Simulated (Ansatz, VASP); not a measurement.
## AlNi in VASP and in Ansatz

INCAR

```
SYSTEM = AlNi
  PREC = Accurate
  ENCUT = 520
  EDIFF = 1E-7
  ISMEAR = 0
  SIGMA = 0.15
  LREAL = .FALSE.
  LASPH = .TRUE.
  NELM = 60
  ALGO = Fast
  ISIF = 2
  LWAVE = .FALSE.
  LCHARG = .FALSE.
  GGA = PE
  NBANDS = 28
```

File KPOINTS:

```
regular mesh
0
G
  15 15 5
  0 0 0
```

The input POSCAR:

```
AlNi
1.0
    0.0000000000     -2.8927237813      0.0000000000
    0.0000000000      0.0000000000     -2.8927237813
   11.8781713440     -0.2410603151     -0.2410603151
Al Ni
3 3
Direct
    0.9543376086     -0.0456623914      0.5479486968
    0.9949264010     -0.0050735990      0.0608831885
    0.9746320048     -0.0253679952      0.3044159427
    0.4441904105      0.4441904105      0.6697150738
    0.4847792029      0.4847792029      0.1826495656
    0.4644848067      0.4644848067      0.4261823197
```

Input for Ansatz:

```yaml
crystal:
  lattice:
    - [0.0, -2.8927237813, 0.0]
    - [0.0, 0.0, -2.8927237813]
    - [11.878171344, -0.2410603151, -0.2410603151]
  atoms:
    - { symbol: Al, position: [0.9543376086, -0.0456623914, 0.5479486968] }
    - { symbol: Al, position: [0.994926401, -0.005073599, 0.0608831885] }
    - { symbol: Al, position: [0.9746320048, -0.0253679952, 0.3044159427] }
    - { symbol: Ni, position: [0.4441904105, 0.4441904105, 0.6697150738] }
    - { symbol: Ni, position: [0.4847792029, 0.4847792029, 0.1826495656] }
    - { symbol: Ni, position: [0.4644848067, 0.4644848067, 0.4261823197] }
basis:
  ecutwfc: 520.0
kpoints:
  mp_grid: { grid: [15, 15, 5] }
hamiltonian:
  xc: pbe
  pseudopotentials: { kind: paw, azcp: { folder: soft_1 } }
scf:
  occupations: { method: gaussian, width: 0.15 }
output:
  forces: true
  stress: true
  eigenvalues: true
```

Alike in both runs: task single point; functional PBE; k mesh 15 × 15 × 5; occupations gaussian, width 0.15 eV; no spin polarisation.

```csv
,VASP,Ansatz
version,VASP 6.6.1,Ansatz 0.2.0
potentials or method,"VASP PAW PBE potentials, release 64 (Al, Ni), cutoff 520 eV","scalar-relativistic, plane waves, PAW"
valence electrons in the cell,39,63
```

|  | VASP | Ansatz | Ansatz less VASP |
| --- | --- | --- | --- |
| gap on the k mesh at the Fermi level (eV) | none | none | - |
| pressure (GPa) | -4.0 | -4.1 | -0.09 |
| traceless stress, the component that is largest in VASP (GPa) | 1.85 | 1.89 | +0.039 |
| rms of the force components (eV/Å) | 0.283 | 0.287 | +0.0041 |

Atom by atom the forces differ by 0.004 eV/Å (rms over components). A gap of «none» marks a metal or a gap that the smearing closes. VASP's potentials hold 39 valence electrons a cell and Ansatz's 63, so a difference there can come from the potentials and not from the codes.
